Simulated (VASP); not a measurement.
The system is HoNb3I.

```
Ho Nb I
1.0
     4.87416    0.00000    0.00000
     0.00000    4.87416    0.00000
     0.00000    0.00000    4.87416
Ho Nb I
1 3 1
Direct
  0.00000 0.00000 0.00000
  0.50000 0.00000 0.00000
  0.00000 0.50000 0.00000
  0.00000 0.00000 0.50000
  0.50000 0.50000 0.50000
```

The cell was generated, and may not be a known phase.

```yaml
Program: VASP 6.6.1
Task: relaxation of cell and atoms
Functional: PBE
Potentials_or_basis: VASP PAW PBE potentials, release 64 (Ho_3, Nb_sv, I), 4f in core
Cutoff: 500 eV
k_mesh: 4 × 4 × 4
Occupations: gaussian, width 0.1 eV
Spin: no spin polarisation
```

At the start: pressure 11.3 GPa; volume 23.16 Å³/atom.

Where does the relaxation end?

Over 3 steps the energy falls by 102.3 meV/atom and the volume is 26.44 Å³/atom (+14.2 %); space group Pm-3m (No. 221, to 0.1 Å) before and after.

The path:
```csv
step,energy change (eV),largest force (eV/Å),pressure (GPa),volume (Å³)
1,0.0000,0.0000,11.26,115.80
2,-0.2894,0.0000,-4.93,145.27
3,-0.5117,0.0000,-0.06,132.20
```

Final structure:
```
CELL_PARAMETERS angstrom
5.09425 0.00000 0.00000
0.00000 5.09425 0.00000
0.00000 0.00000 5.09425
ATOMIC_POSITIONS crystal
Ho 0.00000 0.00000 0.00000
Nb 0.50000 0.00000 0.00000
Nb 0.00000 0.50000 0.00000
Nb 0.00000 0.00000 0.50000
I 0.50000 0.50000 0.50000
```

Caveat: an odd number of electrons without spin polarisation forces a metal; a magnetic or distorted state may lie lower; the run has no spin polarisation, though such a crystal can be magnetic.
